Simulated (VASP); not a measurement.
Here is a VASP 6.6.1 calculation.

Contents of INCAR:

```
PREC = Accurate ; ENCUT = 520
EDIFF = 1E-6 ; ISMEAR = 0
SIGMA = 0.15 ; LREAL = F
LASPH = T ; NELM = 80
ALGO = Normal ; ISIF = 2
LWAVE = F ; LCHARG = T
GGA = PE ; LELF = T
LVHAR = T ; NBANDS = 12
```

Contents of KPOINTS:

```
Automatic mesh
0
Gamma
  12 12 12
```

Contents of POSCAR:

```
Sb
1.0
    2.0860823220      1.2044001902      3.8001600000
   -2.0860823220      1.2044001902      3.8001600000
    0.0000000000     -2.4088003803      3.8001600000
Sb
2
Direct
    0.2336400000      0.2336400000      0.2336400000
    0.7663600000      0.7663600000      0.7663600000
```

Potentials or basis: VASP PAW PBE potentials, release 64 (Sb).

The run is started by

```sh
$ cat potpaw_PBE.64/Sb/POTCAR > POTCAR
$ mpirun -np 1 vasp_std > vasp.out
```

(1) What does it give for the largest force?

(2) What does it give for the band gap on the k mesh?

(3) Predict the pressure.

Answers

(1) 0.546 eV/Å.

(2) zero (bands 5 and 6 overlap by 0.41 eV).

(3) 6.8 GPa.

Caveat: the cell differs from its parent crystal (strain -0.030 along x and y, +0.015 along z); the cell stands under pressure; spin-orbit coupling is left out, which moves the levels of the heavy elements.
